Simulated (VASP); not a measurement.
# Li2S (Fm-3m) in VASP: further runs, part 2 of 2

VASP 6.6.1.

## (3) Single point, r2SCAN (14.90 Å³/atom)

This run uses another cell than the first one, of 14.90 Å³/atom.

File POSCAR:

```
Li2S
1.0
    0.0000000000      2.8165519202      2.8165519202
    2.8165519202      0.0000000000      2.8165519202
    2.8165519202      2.8165519202      0.0000000000
S Li
1 2
Direct
    0.0000000000      0.0000000000      0.0000000000
    0.2500000000      0.2500000000      0.2500000000
    0.7500000000      0.7500000000      0.7500000000
```

File INCAR.step1:

```
PREC = Accurate ; ENCUT = 830
ISMEAR = 0 ; SIGMA = 0.01
LREAL = False ; LASPH = True
NELM = 120 ; NBANDS = 13
GGA = PE ; ALGO = Normal
EDIFF = 1E-5 ; LWAVE = True
LCHARG = False ; GGA_COMPAT = False
```

File INCAR.step2:

```
PREC = Accurate ; ENCUT = 830
EDIFF = 1E-6 ; ISMEAR = 0
SIGMA = 0.01 ; LREAL = False
LASPH = True ; NELM = 120
ALGO = Normal ; ISIF = 2
LWAVE = False ; LCHARG = False
METAGGA = R2SCAN ; LMIXTAU = True
NBANDS = 13 ; ISTART = 1
GGA_COMPAT = False
```

File KPOINTS:

```
regular mesh
0
Gamma
  6 6 6
```

Potentials or basis: VASP PAW PBE potentials, release 64 (S, Li_sv).

Launch:

```bash
$ cat potpaw_PBE.64/S/POTCAR potpaw_PBE.64/Li_sv/POTCAR > POTCAR
$ cp INCAR.step1 INCAR
$ mpirun -np 1 vasp_std > vasp.out
$ cp INCAR.step2 INCAR
$ mpirun -np 1 vasp_std > vasp.out
```

OUTCAR:

```text
PREC = Accurate
   ENCUT = 830
   EDIFF = 1E-6
   ISMEAR = 0
   LREAL = False
   LASPH = True
   NELM = 120
   ISIF = 2
   METAGGA = R2SCAN
   ISTART = 1

 ion  position               nearest neighbor table
   1  0.000  0.000  0.000-   3 2.44   3 2.44   3 2.44   2 2.44   3 2.44   2 2.44   2 2.44   2 2.44

   2  0.250  0.250  0.250-   1 2.44   1 2.44   1 2.44   1 2.44
   3  0.750  0.750  0.750-   1 2.44   1 2.44   1 2.44   1 2.44

  LATTYP: Found a face centered cubic cell.
 ALAT       =     5.6331038404

  Lattice vectors:

 A1 = (   0.0000000000,   2.8165519202,   2.8165519202)
 A2 = (   2.8165519202,   0.0000000000,   2.8165519202)
 A3 = (   2.8165519202,   2.8165519202,   0.0000000000)

Analysis of symmetry for initial positions (statically):
=====================================================================
 Subroutine PRICEL returns:
 Original cell was already a primitive cell.

 Routine SETGRP: Setting up the symmetry group for a
 face centered cubic supercell.

 Subroutine GETGRP returns: Found 48 space group operations
[... 171 lines left out ...]
      4       1.4027      2.00000
      5       1.4027      2.00000
      6       1.4027      2.00000
      7       6.6223      0.00000
      8       8.3238      0.00000
      9       8.3238      0.00000
     10       8.3238      0.00000
     11      13.2466      0.00000
     12      13.2466      0.00000
     13      15.0100      0.00000
[... 226 lines left out ...]
  band No.  band energies     occupation
      1     -44.1242      2.00000
      2     -44.1164      2.00000
      3      -9.5573      2.00000
      4      -0.6594      2.00000
      5      -0.3644      2.00000
      6      -0.3006      2.00000
      7       6.5896      0.00000
      8      10.2642      0.00000
      9      10.6930      0.00000
     10      12.5278      0.00000
     11      14.2347      0.00000
     12      15.0264      0.00000
     13      15.2517      0.00000

------------------------ aborting loop because EDIFF is reached ----------------------------------------

  FORCE on cell =-STRESS in cart. coord.  units (eV):
  Direction    XX          YY          ZZ          XY          YZ          ZX
  --------------------------------------------------------------------------------------
  -------------------------------------------------------------------------------------
  Total        0.3249825      0.3249825      0.3249825      0.0000000     -0.0000000      0.0000000
  in kB       11.6516445     11.6516445     11.6516445      0.0000000     -0.0000000      0.0000000
  external PRESSURE =      11.6516445 kB  Pullay stress =       0.0000000 kB

 VOLUME and BASIS-vectors are now :
 -----------------------------------------------------------------------------
  energy-cutoff  :      830.00
  volume of cell :       44.69
      direct lattice vectors                 reciprocal lattice vectors
     0.000000000  2.816551920  2.816551920    -0.177522025  0.177522025  0.177522025
     2.816551920  0.000000000  2.816551920     0.177522025 -0.177522025  0.177522025
     2.816551920  2.816551920  0.000000000     0.177522025  0.177522025 -0.177522025

 POSITION                                       TOTAL-FORCE (eV/Angst)
 -----------------------------------------------------------------------------------
      0.00000      0.00000      0.00000         0.000000      0.000000      0.000000
      1.40828      1.40828      1.40828        -0.000000     -0.000000     -0.000000
      4.22483      4.22483      4.22483         0.000000      0.000000     -0.000000
 -----------------------------------------------------------------------------------
    total drift:                                0.000000     -0.000000      0.000000

  FREE ENERGIE OF THE ION-ELECTRON SYSTEM (eV)
  ---------------------------------------------------
  free  energy   TOTEN  =       -17.3795858573 eV

  energy  without entropy=      -17.3795858573  energy(sigma->0) =      -17.37958586
```

OSZICAR.step1:

```text
N       E                     dE             d eps       ncg     rms          rms(c)
DAV:   1     0.589187083527E+02    0.58919E+02   -0.67664E+03   416   0.123E+03
DAV:   2    -0.421420696729E+01   -0.63133E+02   -0.60175E+02   517   0.249E+02
DAV:   3    -0.121096682998E+02   -0.78955E+01   -0.78442E+01   775   0.552E+01
DAV:   4    -0.122806315156E+02   -0.17096E+00   -0.17091E+00   564   0.111E+01
DAV:   5    -0.122853478492E+02   -0.47163E-02   -0.47158E-02   671   0.130E+00    0.395E+00
DAV:   6    -0.119923964096E+02    0.29295E+00   -0.49056E-01   515   0.282E+00    0.299E+00
DAV:   7    -0.119761746612E+02    0.16222E-01   -0.13549E-01   600   0.166E+00    0.182E+00
DAV:   8    -0.119866427689E+02   -0.10468E-01   -0.24882E-02   547   0.899E-01    0.712E-01
DAV:   9    -0.119862122702E+02    0.43050E-03   -0.79347E-04   563   0.166E-01    0.446E-01
DAV:  10    -0.119864383055E+02   -0.22604E-03   -0.13401E-03   481   0.177E-01    0.250E-01
DAV:  11    -0.119864100444E+02    0.28261E-04   -0.81989E-05   565   0.560E-02    0.945E-02
DAV:  12    -0.119864111977E+02   -0.11533E-05   -0.22392E-06   347   0.114E-02
   1 F= -.11986411E+02 E0= -.11986411E+02  d E =-.184407E-43
```

Wall time 3.5 min (1 thread of Intel Xeon 8259CL, shared host); peak memory 0.26 GiB.

What came out:

| Item | Value |
| --- | --- |
| Free energy | -17.3796 eV |
| Pressure | 1.2 GPa |
| Band gap on the k mesh | 3.84 eV (least direct gap 5.22 eV) |

Caveat: the PAW data sets were made with another functional, which shifts forces and pressure a little. A k mesh can miss the band edges.

## (4) Single point, r2SCAN

This run uses another cell than the first one, of 15.36 Å³/atom.

File POSCAR:

```
Li2S
1.0
    0.0000000000      2.8452942310      2.8452942310
    2.8452942310      0.0000000000      2.8452942310
    2.8452942310      2.8452942310      0.0000000000
S Li
1 2
Direct
    0.0000000000      0.0000000000      0.0000000000
    0.2500000000      0.2500000000      0.2500000000
    0.7500000000      0.7500000000      0.7500000000
```

File INCAR.step1:

```
SYSTEM = Li2S
  PREC = Accurate
  ENCUT = 830
  ISMEAR = 0
  SIGMA = 0.01
  LREAL = .False.
  LASPH = .True.
  NELM = 120
  NBANDS = 13
  GGA = PE
  ALGO = Normal
  EDIFF = 1E-5
  LWAVE = .True.
  LCHARG = .False.
  GGA_COMPAT = .False.
```

File INCAR.step2:

```
SYSTEM = Li2S
  PREC = Accurate
  ENCUT = 830
  EDIFF = 1E-6
  ISMEAR = 0
  SIGMA = 0.01
  LREAL = .False.
  LASPH = .True.
  NELM = 120
  ALGO = Normal
  ISIF = 2
  LWAVE = .False.
  LCHARG = .True.
  METAGGA = R2SCAN
  LMIXTAU = .True.
  LELF = .True.
  LVHAR = .True.
  NBANDS = 13
  ISTART = 1
  GGA_COMPAT = .False.
```

File KPOINTS:

```
regular mesh
0
Gamma
  6 6 6
  0 0 0
```

Launch:

```bash
$ cat potpaw_PBE.64/S/POTCAR potpaw_PBE.64/Li_sv/POTCAR > POTCAR
$ cp INCAR.step1 INCAR
$ mpirun -np 1 vasp_std > vasp.out
$ cp INCAR.step2 INCAR
$ mpirun -np 1 vasp_std > vasp.out
```

Run time: 4.2 min. Hardware: 1 thread of Intel Xeon 8259CL, shared host; peak memory 0.26 GiB.

Results (log left out):

```yaml
Free_energy: -17.3839 eV
Pressure: -0.2 GPa
Band_gap_on_the_k_mesh: 3.86 eV (least direct gap 5.05 eV)
```

Levels at points of the mesh, in eV from the valence-band top:
```tsv
k point	band 2	band 3	band 4	band 5	band 6	band 7	band 8	band 9	band 10	band 11
(0.00, 0.00, 0.00)	-45.56	-11.49	0.00	0.00	0.00	5.05	6.91	6.91	6.91	11.76
(0.50, 0.00, 0.00)	-45.58	-11.05	-2.89	-0.51	-0.51	6.97	7.19	7.19	9.13	13.73
(0.50, 0.50, 0.00)	-45.57	-10.92	-2.16	-1.44	-1.44	3.86	7.90	12.16	12.16	13.36
```

Caveat: the PAW data sets were made with another functional, which shifts forces and pressure a little.

## (5) Single point, r2SCAN (15.82 Å³/atom)

This run uses another cell than the first one, of 15.82 Å³/atom.

File POSCAR:

```
Li2S
1.0
    0.0000000000      2.8734672933      2.8734672933
    2.8734672933      0.0000000000      2.8734672933
    2.8734672933      2.8734672933      0.0000000000
S Li
1 2
Direct
    0.0000000000      0.0000000000      0.0000000000
    0.2500000000      0.2500000000      0.2500000000
    0.7500000000      0.7500000000      0.7500000000
```

File INCAR.step1:

```
SYSTEM = Li2S
PREC = Accurate
ENCUT = 830
ISMEAR = 0
SIGMA = 0.01
LREAL = .False.
LASPH = .True.
NELM = 120
NBANDS = 13
GGA = PE
ALGO = Normal
EDIFF = 1E-5
LWAVE = .True.
LCHARG = .False.
GGA_COMPAT = .False.
```

File INCAR.step2:

```
SYSTEM = Li2S
PREC = Accurate
ENCUT = 830
EDIFF = 1E-6
ISMEAR = 0
SIGMA = 0.01
LREAL = .False.
LASPH = .True.
NELM = 120
ALGO = Normal
ISIF = 2
LWAVE = .False.
LCHARG = .False.
METAGGA = R2SCAN
LMIXTAU = .True.
NBANDS = 13
ISTART = 1
GGA_COMPAT = .False.
```

KPOINTS is that of step 4.

Launch:

```bash
$ cat potpaw_PBE.64/S/POTCAR potpaw_PBE.64/Li_sv/POTCAR > POTCAR
$ cp INCAR.step1 INCAR
$ mpirun -np 1 vasp_std > vasp.out
$ cp INCAR.step2 INCAR
$ mpirun -np 1 vasp_std > vasp.out
```

Run time: 2.9 min. Hardware: 1 thread of Intel Xeon 8259CL, shared host; peak memory 0.26 GiB.

Results (log left out):

| Item | Value |
| --- | --- |
| Free energy | -17.3772 eV |
| Pressure | -1.4 GPa |
| Band gap on the k mesh | 3.87 eV (least direct gap 4.89 eV) |

Levels at points of the mesh, in eV from the valence-band top:
| k point | band 3 | band 4 | band 5 | band 6 | band 7 | band 8 | band 9 | band 10 |
| --- | --- | --- | --- | --- | --- | --- | --- | --- |
| (0.00, 0.00, 0.00) | -11.41 | 0.00 | 0.00 | 0.00 | 4.89 | 6.89 | 6.89 | 6.89 |
| (0.50, 0.00, 0.00) | -10.99 | -2.79 | -0.49 | -0.49 | 6.83 | 7.18 | 7.18 | 8.98 |
| (0.50, 0.50, 0.00) | -10.87 | -2.10 | -1.38 | -1.38 | 3.87 | 7.81 | 11.94 | 11.94 |

Caveat: the PAW data sets were made with another functional, which shifts forces and pressure a little. A k mesh can miss the band edges.

## (6) Single point, r2SCAN (16.28 Å³/atom)

This run uses another cell than the first one, of 16.28 Å³/atom.

File POSCAR:

```
Li2S
1.0
    0.0000000000      2.9010984815      2.9010984815
    2.9010984815      0.0000000000      2.9010984815
    2.9010984815      2.9010984815      0.0000000000
S Li
1 2
Direct
    0.0000000000      0.0000000000      0.0000000000
    0.2500000000      0.2500000000      0.2500000000
    0.7500000000      0.7500000000      0.7500000000
```

File INCAR.step1:

```
PREC = Accurate
ENCUT = 830
ISMEAR = 0
SIGMA = 0.01
LREAL = F
LASPH = T
NELM = 120
NBANDS = 13
GGA = PE
ALGO = Normal
EDIFF = 1E-5
LWAVE = T
LCHARG = F
GGA_COMPAT = F
```

File INCAR.step2:

```
PREC = Accurate
ENCUT = 830
EDIFF = 1E-6
ISMEAR = 0
SIGMA = 0.01
LREAL = F
LASPH = T
NELM = 120
ALGO = Normal
ISIF = 2
LWAVE = F
LCHARG = F
METAGGA = R2SCAN
LMIXTAU = T
NBANDS = 13
ISTART = 1
GGA_COMPAT = F
```

File KPOINTS:

```
Automatic mesh
0
Gamma
  6 6 6
```

Potentials or basis: VASP PAW PBE potentials, release 64 (S, Li_sv).

Launch:

```bash
$ cat potpaw_PBE.64/S/POTCAR potpaw_PBE.64/Li_sv/POTCAR > POTCAR
$ cp INCAR.step1 INCAR
$ mpirun -np 1 vasp_std > vasp.out
$ cp INCAR.step2 INCAR
$ mpirun -np 1 vasp_std > vasp.out
```

Run time: 3.3 min. Hardware: 1 thread of Intel Xeon 8259CL, shared host; peak memory 0.26 GiB.

Results (log left out):

```yaml
Free_energy: -17.3607 eV
Pressure: -2.4 GPa
Band_gap_on_the_k_mesh: 3.88 eV (least direct gap 4.74 eV)
```

Levels at points of the mesh, in eV from the valence-band top:
```
           k point  band 3  band 4  band 5  band 6  band 7  band 8  band 9  band 10
(0.00, 0.00, 0.00)  -11.34    0.00    0.00    0.00    4.74    6.87    6.87     6.87
(0.50, 0.00, 0.00)  -10.94   -2.70   -0.47   -0.47    6.69    7.16    7.16     8.82
(0.50, 0.50, 0.00)  -10.82   -2.04   -1.32   -1.32    3.88    7.73   11.72    11.72
```

Caveat: the PAW data sets were made with another functional, which shifts forces and pressure a little. A k mesh can miss the band edges.

## (7) Single point, r2SCAN

This run uses another cell than the first one, of 15.36 Å³/atom.

File POSCAR:

```
Li2S
1.0
    0.0000000000      2.8452942310      2.8452942310
    2.8452942310      0.0000000000      2.8452942310
    2.8452942310      2.8452942310      0.0000000000
S Li
1 2
Direct
    0.0000000000      0.0000000000      0.0000000000
    0.2500000000      0.2500000000      0.2500000000
    0.7500000000      0.7500000000      0.7500000000
```

File INCAR.step1:

```
PREC     = Accurate       # precision mode
ENCUT    = 830            # plane-wave cutoff, eV
ISMEAR   = 0              # smearing method
SIGMA    = 0.01           # smearing width, eV
LREAL    = F              # projectors in reciprocal space
LASPH    = T              # aspherical terms in the spheres
NELM     = 120            # most SCF steps
NBANDS   = 13             # bands
GGA      = PE             # functional
ALGO     = Normal         # electronic algorithm
EDIFF    = 1E-5           # SCF threshold, eV
LWAVE    = T              # write WAVECAR
LCHARG   = F              # write CHGCAR
GGA_COMPAT= F
```

File INCAR.step2:

```
PREC     = Accurate       # precision mode
ENCUT    = 830            # plane-wave cutoff, eV
EDIFF    = 1E-6           # SCF threshold, eV
ISMEAR   = 0              # smearing method
SIGMA    = 0.01           # smearing width, eV
LREAL    = F              # projectors in reciprocal space
LASPH    = T              # aspherical terms in the spheres
NELM     = 120            # most SCF steps
ALGO     = Normal         # electronic algorithm
ISIF     = 2              # what is computed and relaxed
LWAVE    = F              # write WAVECAR
LCHARG   = T              # write CHGCAR
METAGGA  = R2SCAN         # meta-GGA
LMIXTAU  = T            
LELF     = T              # ELF
LVHAR    = T            
NBANDS   = 13             # bands
ISTART   = 1            
GGA_COMPAT= F
```

File KPOINTS:

```
Automatic mesh
0
Gamma
  8 8 8
```

Potentials or basis: VASP PAW PBE potentials, release 64 (S, Li_sv).

Launch:

```bash
$ cat potpaw_PBE.64/S/POTCAR potpaw_PBE.64/Li_sv/POTCAR > POTCAR
$ cp INCAR.step1 INCAR
$ mpirun -np 1 vasp_std > vasp.out
$ cp INCAR.step2 INCAR
$ mpirun -np 1 vasp_std > vasp.out
```

OUTCAR:

```text
PREC = Accurate
   ENCUT = 830
   EDIFF = 1E-6
   ISMEAR = 0
   LREAL = F
   LASPH = T
   NELM = 120
   ISIF = 2
   METAGGA = R2SCAN
   ISTART = 1

 ion  position               nearest neighbor table
   1  0.000  0.000  0.000-   3 2.46   3 2.46   3 2.46   2 2.46   2 2.46   2 2.46   3 2.46   2 2.46

   2  0.250  0.250  0.250-   1 2.46   1 2.46   1 2.46   1 2.46
   3  0.750  0.750  0.750-   1 2.46   1 2.46   1 2.46   1 2.46

  LATTYP: Found a face centered cubic cell.
 ALAT       =     5.6905884620

  Lattice vectors:

 A1 = (   0.0000000000,   2.8452942310,   2.8452942310)
 A2 = (   2.8452942310,   0.0000000000,   2.8452942310)
 A3 = (   2.8452942310,   2.8452942310,   0.0000000000)

Analysis of symmetry for initial positions (statically):
=====================================================================
 Subroutine PRICEL returns:
 Original cell was already a primitive cell.

 Routine SETGRP: Setting up the symmetry group for a
 face centered cubic supercell.

 Subroutine GETGRP returns: Found 48 space group operations
 (whereof 48 operations were pure point group operations)
 out of a pool of 48 trial point group operations.
[... 181 lines left out ...]
      7       6.2632      0.00000
      8       8.1206      0.00000
      9       8.1206      0.00000
     10       8.1206      0.00000
     11      12.9769      0.00000
     12      12.9769      0.00000
     13      14.6535      0.00000
[... 354 lines left out ...]
  band No.  band energies     occupation
      1     -44.3684      2.00000
      2     -44.3684      2.00000
      3      -9.7641      2.00000
      4      -1.3745      2.00000
      5      -0.0275      2.00000
      6       0.3048      2.00000
      7       7.6115      0.00000
      8       8.6409      0.00000
      9      10.3532      0.00000
     10      11.0153      0.00000
     11      12.4566      0.00000
     12      13.8716      0.00000
     13      15.4939      0.00000

 [... further k-points ...]

------------------------ aborting loop because EDIFF is reached ----------------------------------------

  FORCE on cell =-STRESS in cart. coord.  units (eV):
  Direction    XX          YY          ZZ          XY          YZ          ZX
  --------------------------------------------------------------------------------------
  -------------------------------------------------------------------------------------
  Total       -0.0584881     -0.0584881     -0.0584881      0.0000000     -0.0000000      0.0000000
  in kB       -2.0340730     -2.0340730     -2.0340730      0.0000000     -0.0000000      0.0000000
  external PRESSURE =      -2.0340730 kB  Pullay stress =       0.0000000 kB

 VOLUME and BASIS-vectors are now :
 -----------------------------------------------------------------------------
  energy-cutoff  :      830.00
  volume of cell :       46.07
      direct lattice vectors                 reciprocal lattice vectors
     0.000000000  2.845294231  2.845294231    -0.175728750  0.175728750  0.175728750
     2.845294231  0.000000000  2.845294231     0.175728750 -0.175728750  0.175728750
     2.845294231  2.845294231  0.000000000     0.175728750  0.175728750 -0.175728750

 POSITION                                       TOTAL-FORCE (eV/Angst)
 -----------------------------------------------------------------------------------
      0.00000      0.00000      0.00000        -0.000000      0.000000     -0.000000
      1.42265      1.42265      1.42265        -0.000000     -0.000000     -0.000000
      4.26794      4.26794      4.26794         0.000000     -0.000000      0.000000
 -----------------------------------------------------------------------------------
    total drift:                                0.000000     -0.000000      0.000000

  FREE ENERGIE OF THE ION-ELECTRON SYSTEM (eV)
  ---------------------------------------------------
  free  energy   TOTEN  =       -17.3840400905 eV

  energy  without entropy=      -17.3840400905  energy(sigma->0) =      -17.38404009
```

OUTCAR.step1:

```text
PREC = Accurate
   ENCUT = 830
   ISMEAR = 0
   LREAL = F
[... 611 lines left out ...]
      0.00000      0.00000      0.00000         0.000000      0.000000      0.000000
      1.42265      1.42265      1.42265        -0.000000     -0.000000     -0.000000
      4.26794      4.26794      4.26794         0.000000      0.000000      0.000000
 -----------------------------------------------------------------------------------
    total drift:                                0.000000     -0.000000      0.000000

  FREE ENERGIE OF THE ION-ELECTRON SYSTEM (eV)
  ---------------------------------------------------
  free  energy   TOTEN  =       -11.9947968039 eV

  energy  without entropy=      -11.9947968039  energy(sigma->0) =      -11.99479680
```

OSZICAR.step1:

```text
N       E                     dE             d eps       ncg     rms          rms(c)
DAV:   1     0.575112830719E+02    0.57511E+02   -0.67684E+03   754   0.124E+03
DAV:   2    -0.435766628214E+01   -0.61869E+02   -0.57957E+02   943   0.238E+02
DAV:   3    -0.120664810142E+02   -0.77088E+01   -0.76549E+01  1389   0.535E+01
DAV:   4    -0.122916804301E+02   -0.22520E+00   -0.22506E+00  1041   0.116E+01
DAV:   5    -0.122968783107E+02   -0.51979E-02   -0.51977E-02  1169   0.137E+00    0.388E+00
DAV:   6    -0.119994981160E+02    0.29738E+00   -0.50523E-01   913   0.284E+00    0.291E+00
DAV:   7    -0.119840224229E+02    0.15476E-01   -0.13580E-01  1042   0.167E+00    0.180E+00
DAV:   8    -0.119951563203E+02   -0.11134E-01   -0.28938E-02   969   0.949E-01    0.774E-01
DAV:   9    -0.119946454485E+02    0.51087E-03   -0.91568E-04  1050   0.183E-01    0.489E-01
DAV:  10    -0.119948334523E+02   -0.18800E-03   -0.15870E-03   849   0.195E-01    0.289E-01
DAV:  11    -0.119947959014E+02    0.37551E-04   -0.10419E-04  1087   0.651E-02    0.106E-01
DAV:  12    -0.119947968039E+02   -0.90258E-06   -0.24787E-06   577   0.126E-02
   1 F= -.11994797E+02 E0= -.11994797E+02  d E =-.119178E-11
```

Run time: 6.5 min. Hardware: 1 thread of Intel Xeon 8259CL, shared host; peak memory 0.26 GiB.

Results:

* Free energy: -17.3840 eV
* Pressure: -0.2 GPa
* Band gap on the k mesh: 3.86 eV (least direct gap 5.05 eV)

Caveat: the PAW data sets were made with another functional, which shifts forces and pressure a little.

## (8) Overview

```tsv
cell	k mesh	gap on the mesh (eV)	pressure (GPa)
a = 3.942 Å, angles 60.0°, 3 atoms	6 × 6 × 6	3.81	2.8
a = 3.983 Å, angles 60.0°, 3 atoms	6 × 6 × 6	3.84	1.2
a = 4.024 Å, angles 60.0°, 3 atoms	6 × 6 × 6	3.86	-0.2
a = 4.064 Å, angles 60.0°, 3 atoms	6 × 6 × 6	3.87	-1.4
a = 4.103 Å, angles 60.0°, 3 atoms	6 × 6 × 6	3.88	-2.4
a = 4.024 Å, angles 60.0°, 3 atoms	8 × 8 × 8	3.86	-0.2
```

Alike in all rows: task single point; level r2SCAN; potentials or basis VASP PAW PBE potentials, release 64 (S, Li_sv); no spin polarisation; cutoff (eV) 830; smearing gaussian 0.01 eV.

Caveats: the PAW data sets were made with another functional, which shifts forces and pressure a little.

Absolute energies hang on the potentials; compare differences alone.
